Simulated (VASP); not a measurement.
Mn:

```xyz
1
Lattice="2.3325 0.0000 0.0000 0.0000 2.3325 0.0000 0.0000 0.0000 2.3325" Properties=species:S:1:pos:R:3 pbc="T T T"
Mn    0.0000    0.0000    0.0000
```

- Program: VASP 6.6.1
- Task: relaxation of cell and atoms
- Functional: RPBE
- Potentials or basis: VASP PAW PBE potentials, release 64 (Mn_pv)
- Cutoff: 600 eV
- k mesh: 13 × 13 × 13
- Occupations: fermi-dirac, width 0.05 eV
- Spin: collinear spin, ferromagnetic start
- Starting moments: [3.0] μB

At the start: pressure -4.7 GPa; volume 12.69 Å³/atom.

Question: How do energy, volume and symmetry change on relaxing?

Answer: Over 3 steps the energy falls by 5.4 meV/atom and the volume is 12.33 Å³/atom (-2.8 %); space group Pm-3m (No. 221, to 0.05 Å); moment 0.63 μB per cell.

The path:
| step | energy change (eV) | largest force (eV/Å) | pressure (GPa) | volume (Å³) |
| --- | --- | --- | --- | --- |
| 1 | 0.0000 | 0.0000 | -4.75 | 12.69 |
| 2 | -0.0008 | 0.0000 | 4.84 | 12.01 |
| 3 | -0.0054 | 0.0000 | 0.03 | 12.33 |

Final structure:
```
CELL_PARAMETERS angstrom
2.31021 0.00000 0.00000
0.00000 2.31021 0.00000
0.00000 0.00000 2.31021
ATOMIC_POSITIONS crystal
Mn 0.00000 0.00000 0.00000
```

Caveat: the PAW data sets were made with another functional, which shifts forces and pressure a little.
